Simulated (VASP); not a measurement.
# Zr (P6_3/mmc) in VASP: a series of runs, part 2 of 2

VASP 6.6.1.

**3. Relaxation of cell and atoms, LDA, target pressure 1 GPa, at which the enthalpy is minimised**

File INCAR:

```
SYSTEM = Zr
PREC = Accurate
ENCUT = 500
EDIFF = 1E-7
ISMEAR = -1
SIGMA = 0.05
LREAL = .False.
LASPH = .True.
NELM = 120
ALGO = Normal
ISIF = 3
LWAVE = .False.
LCHARG = .False.
IBRION = 2
NSW = 100
EDIFFG = -0.002
PSTRESS = 10.0
GGA_COMPAT = .False.
NELMIN = 4
```

File KPOINTS:

```
Automatic mesh
0
Gamma
  18 18 10
  0 0 0
```

File POSCAR:

```
Zr
1.0
    3.1465800692      0.0000000000      0.0000000000
   -1.5732900346      2.7250182750      0.0000000000
    0.0000000000      0.0000000000      5.0814389895
Zr
2
Direct
    0.3333333333      0.6666666667      0.2500000000
    0.6666666667      0.3333333333      0.7500000000
```

Potentials or basis: VASP PAW LDA potentials, release 64 (Zr_sv).

Started as:

```sh
cat potpaw_LDA.64/Zr_sv/POTCAR > POTCAR
mpirun -np 1 vasp_std > vasp.out
```

Wall time 6.5 min (1 thread of Oxide Virtual Turin-like, shared host); peak memory 0.2 GiB.

It converged, with:

* Free energy: -18.5909 eV
* Relaxed volume: 21.59 Å³/atom
* Relaxed cell: a = 3.135 Å, b = 3.135 Å, c = 5.075 Å, α = 90.00°, β = 90.00°, γ = 120.00°
* Space group after relaxing (to 0.1 Å): P6_3/mmc (No. 194)
* Energy change on relaxing (the run minimises the enthalpy): +0.7 meV/atom
* Ionic steps: 8
* Pressure after relaxing: 1.0 GPa
* Band gap on the k mesh: zero (bands 12 and 13 overlap by 1.21 eV)

The path:
```csv
step,energy change (eV),largest force (eV/Å),pressure (GPa),volume (Å³)
1,0.0000,0.0000,0.11,43.57
2,0.0048,0.0000,1.97,42.81
3,0.0013,0.0000,1.00,43.20
4,0.0013,0.0000,1.02,43.19
5,0.0013,0.0000,1.01,43.19
6,0.0013,0.0000,1.01,43.19
7,0.0013,0.0000,1.01,43.19
8,0.0013,0.0000,1.01,43.19
```

Final structure:
```yaml
crystal:
  lattice:
    - [3.13461, 0.00000, 0.00000]
    - [-1.56731, 2.71465, 0.00000]
    - [0.00000, 0.00000, 5.07506]
  atoms:
    - { symbol: Zr, position: [0.33333, 0.66667, 0.25000] }
    - { symbol: Zr, position: [0.66667, 0.33333, 0.75000] }
```

Levels at points of the mesh, in eV from the Fermi level:
```
           k point  band 9  band 10  band 11  band 12  band 13  band 14  band 15  band 16
(0.00, 0.00, 0.00)   -5.75    -3.24     0.86     0.87     0.87     1.44     1.59     1.59
(0.50, 0.00, 0.00)   -2.85    -2.61    -2.40     0.08     0.58     0.77     1.50     5.44
(0.00, 0.00, 0.50)   -3.98    -3.98    -0.03    -0.03     0.80     0.80     0.80     0.80
(0.50, 0.00, 0.50)   -3.10    -3.10    -1.27    -1.27     2.00     2.00     2.39     2.39
```

Caveat: the cell is relaxed towards a set pressure, so the run minimises the enthalpy, not the energy. LDA usually gives volumes a few per cent too small.

**4. Relaxation of cell and atoms, LDA, target pressure 2 GPa, at which the enthalpy is minimised**

INCAR, as its differences from that of step 3:

```diff
@@ -13,2 +13,3 @@
 LCHARG = .False.
+GGA = CA
 IBRION = 2
@@ -16,3 +17,3 @@
 EDIFFG = -0.002
-PSTRESS = 10.0
+PSTRESS = 20.0
 GGA_COMPAT = .False.
```

File KPOINTS:

```
regular mesh
0
Gamma
  18 18 10
  0 0 0
```

POSCAR is that of step 3.

Potentials or basis: VASP PAW LDA potentials, release 64 (Zr_sv).

Started as:

```sh
cat potpaw_LDA.64/Zr_sv/POTCAR > POTCAR
mpirun -np 1 vasp_std > vasp.out
```

OUTCAR:

```text
SYSTEM = Zr
   PREC = Accurate
   ENCUT = 500
   EDIFF = 1E-7
   ISMEAR = -1
   LREAL = .False.
   LASPH = .True.
   NELM = 120
   ISIF = 3
   GGA = CA
   IBRION = 2
   NSW = 100
   EDIFFG = -0.002
   PSTRESS = 20.0
   NELMIN = 4

 ion  position               nearest neighbor table
   1  0.333  0.667  0.250-   2 3.12   2 3.12   2 3.12   2 3.12   2 3.12   2 3.12
   2  0.667  0.333  0.750-   1 3.12   1 3.12   1 3.12   1 3.12   1 3.12   1 3.12

  LATTYP: Found a hexagonal cell.
 ALAT       =     3.1465800692
 C/A-ratio  =     1.6149085285

  Lattice vectors:

 A1 = (   3.1465800692,   0.0000000000,   0.0000000000)
 A2 = (  -1.5732900346,   2.7250182750,   0.0000000000)
 A3 = (   0.0000000000,   0.0000000000,   5.0814389895)

Analysis of symmetry for initial positions (statically):
[... 230 lines left out ...]
      6     -15.8677      2.00000
[... 518 lines left out ...]
  energy  without entropy=      -18.5694854459  energy(sigma->0) =      -18.57836776

  enthalpy is  TOTEN    =       -18.0529172512 eV   P V=        0.5343328292

[... ionic steps 4 to 8 ...]

--------------------------------------- Ionic step        9  -------------------------------------------

 number of electron      23.9999999 magnetization

------------------------ aborting loop because EDIFF is reached ----------------------------------------
[... 71 lines left out ...]
--------------------------------------- Ionic step       11  -------------------------------------------

 number of electron      23.9999999 magnetization

 Free energy of the ion-electron system (eV)
  ---------------------------------------------------
  ext. energy  EPLUGINS =         0.00000000
  ---------------------------------------------------
  free energy    TOTEN  =       -18.58711681 eV

  energy without entropy =      -18.56920300  energy(sigma->0) =      -18.57815990

 E-fermi :   9.7666     XC(G=0): -11.6846

 val. band max:        9.7663218480   @ k =   0.3333   0.2778   0.4000
 cond. band min:       9.7672844027   @ k =   0.2222   0.2222   0.4000
 fundamental gap:      0.0009625548
 Fermi energy:         9.7666241425

 k-point     1 :       0.0000    0.0000    0.0000
  band No.  band energies     occupation
      1     -38.6406      2.00000
      2     -38.4310      2.00000
      3     -17.4581      2.00000
      4     -16.3119      2.00000
      5     -16.3119      2.00000
      6     -16.1678      2.00000
[... 480 lines left out ...]
  energy  without entropy=      -18.5692030008  energy(sigma->0) =      -18.57815990

  enthalpy is  TOTEN    =       -18.0530365321 eV   P V=        0.5340802746

 reached required accuracy - stopping structural energy minimisation
```

CONTCAR:

```text
Zr
   1.00000000000000
     3.1229107880228826    0.0000000000000000    0.0000000000000000
    -1.5614553940114413    2.7045200762130106   -0.0000000000000000
     0.0000000000000000    0.0000000000000000    5.0656751657188730
  Zr
     2
Direct
     0.3333333332999970    0.6666666667000030    0.2500000000000000
     0.6666666667000030    0.3333333332999970    0.7500000000000000

  0.00000000E+00  0.00000000E+00  0.00000000E+00
  0.00000000E+00  0.00000000E+00  0.00000000E+00
```

Wall time 11 min (1 thread of Oxide Virtual Turin-like, shared host); peak memory 0.21 GiB.

Results:

- Free energy: -18.5871 eV
- Relaxed volume: 21.39 Å³/atom
- Relaxed cell: a = 3.123 Å, b = 3.123 Å, c = 5.066 Å, α = 90.00°, β = 90.00°, γ = 120.00°
- Space group after relaxing (to 0.1 Å): P6_3/mmc (No. 194)
- Energy change on relaxing (the run minimises the enthalpy): +2.6 meV/atom
- Ionic steps: 11
- Pressure after relaxing: 2.0 GPa
- Band gap on the k mesh: zero (bands 12 and 13 overlap by 1.22 eV)

Step by step:
| step | energy change (eV) | largest force (eV/Å) | pressure (GPa) | volume (Å³) |
| --- | --- | --- | --- | --- |
| 1 | 0.0000 | 0.0000 | 0.11 | 43.57 |
| 2 | 0.0210 | 0.0000 | 4.21 | 41.97 |
| 3 | 0.0050 | 0.0000 | 2.00 | 42.80 |
| 4 | 0.0052 | 0.0000 | 2.03 | 42.79 |
| 5 | 0.0052 | 0.0000 | 2.03 | 42.78 |
| 6 | 0.0052 | 0.0000 | 2.03 | 42.77 |
| 7 | 0.0053 | 0.0000 | 2.03 | 42.77 |
| 8 | 0.0053 | 0.0000 | 2.03 | 42.77 |
| 9 | 0.0053 | 0.0000 | 2.03 | 42.77 |
| 10 | 0.0049 | 0.0000 | 1.96 | 42.80 |
| 11 | 0.0051 | 0.0000 | 2.00 | 42.78 |

Final structure:
```cif
data_structure
_symmetry_space_group_name_H-M 'P 1'
_symmetry_Int_Tables_number 1
_cell_length_a 3.1229
_cell_length_b 3.1229
_cell_length_c 5.0657
_cell_angle_alpha 90.000
_cell_angle_beta 90.000
_cell_angle_gamma 120.000
_cell_volume 42.78
loop_
_atom_site_label
_atom_site_type_symbol
_atom_site_fract_x
_atom_site_fract_y
_atom_site_fract_z
_atom_site_occupancy
Zr1 Zr 0.33333 0.66667 0.25000 1
Zr2 Zr 0.66667 0.33333 0.75000 1
```

Caveat: the cell is relaxed towards a set pressure, so the run minimises the enthalpy, not the energy. Zero-point motion and thermal expansion aren't in these numbers.

**5. Overview**

```tsv
task	cell	gap on the mesh (eV)	pressure (GPa)
single point	a = 3.147, b = 3.147, c = 5.081 Å, angles 90.0, 90.0, 120.0°, 2 atoms	none	0.1
relaxation of cell and atoms	relaxed to 1 GPa from a = 3.147, b = 3.147, c = 5.081 Å, angles 90.0, 90.0, 120.0°, 2 atoms	none	1.0
relaxation of cell and atoms	relaxed to 2 GPa from a = 3.147, b = 3.147, c = 5.081 Å, angles 90.0, 90.0, 120.0°, 2 atoms	none	2.0
```

Alike in all rows: level LDA; potentials or basis VASP PAW LDA potentials, release 64 (Zr_sv); no spin polarisation; k mesh 18 × 18 × 10; cutoff (eV) 500; smearing fermi-dirac 0.05 eV.

Caveats: the cell is relaxed towards a set pressure, so the run minimises the enthalpy, not the energy (at least some runs).

Total energies depend on the potentials used, so only differences within one code and one set of settings carry meaning.
